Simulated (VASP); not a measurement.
**AlP (l.bB): relaxation of cell and atoms with LDA**

The system is AlP (l.bB).

```
Al P
1.0
     0.00000    2.73500    2.73500
     2.73500    0.00000    2.73500
     2.73500    2.73500    0.00000
Al P
1 1
Direct
  0.00000 0.00000 0.00000
  0.25000 0.25000 0.25000
```

| Property | Result |
| --- | --- |
| Program | VASP 6.6.1 |
| Task | relaxation of cell and atoms |
| Functional | LDA |
| Potentials or basis | VASP PAW LDA potentials, release 64 (Al, P) |
| Cutoff | 500 eV |
| k mesh | 8 × 8 × 8 |
| Occupations | gaussian, width 0.02 eV |
| Spin | no spin polarisation |
| Dipole correction | no |
| Further INCAR settings | ALGO = Normal; EDIFF = 1e-07; IBRION = 2; EDIFFG = -0.002; NSW = 100; ISIF = 3 |

```json
{"Relaxed volume": "20.07 Å³/atom", "Relaxed cell": "a = 3.843 Å, b = 3.843 Å, c = 3.843 Å, α = 60.00°, β = 60.00°, γ = 60.00°", "Space group after relaxing (to 0.05 Å)": "F-43m (No. 216)", "Energy gained by relaxing": "2.1 meV/atom", "Ionic steps": "3", "Pressure after relaxing": "0.0 GPa", "Band gap on the k mesh": "1.42 eV, indirect (least direct gap 3.24 eV)"}
```

Step by step:
| step | energy change (eV) | largest force (eV/Å) | pressure (GPa) | volume (Å³) |
| --- | --- | --- | --- | --- |
| 1 | 0.0000 | 0.0000 | -1.67 | 40.92 |
| 2 | -0.0026 | 0.0000 | 1.09 | 39.66 |
| 3 | -0.0041 | 0.0000 | 0.00 | 40.14 |

Final structure:
```
Al P
1.0
     0.00000    2.71750    2.71750
     2.71750    0.00000    2.71750
     2.71750    2.71750    0.00000
Al P
1 1
Cartesian
  0.0000 0.0000 0.0000
  1.3587 1.3587 1.3587
```

Levels at points of the mesh, in eV from the valence-band top:
| k point | band 2 | band 3 | band 4 | band 5 | band 6 | band 7 |
| --- | --- | --- | --- | --- | --- | --- |
| (0.00, 0.00, 0.00) | 0.00 | 0.00 | 0.00 | 3.24 | 4.49 | 4.49 |
| (0.50, 0.00, 0.00) | -5.64 | -0.78 | -0.78 | 2.72 | 4.74 | 4.74 |
| (0.50, 0.50, 0.00) | -5.40 | -2.15 | -2.15 | 1.42 | 2.33 | 11.00 |

Run time: 22 s on 1 thread of Intel Xeon 8259CL, with other jobs on the host, peak memory 0.14 GiB.

A k mesh can miss the band edges. As with any semilocal functional, this LDA gap is likely too small.
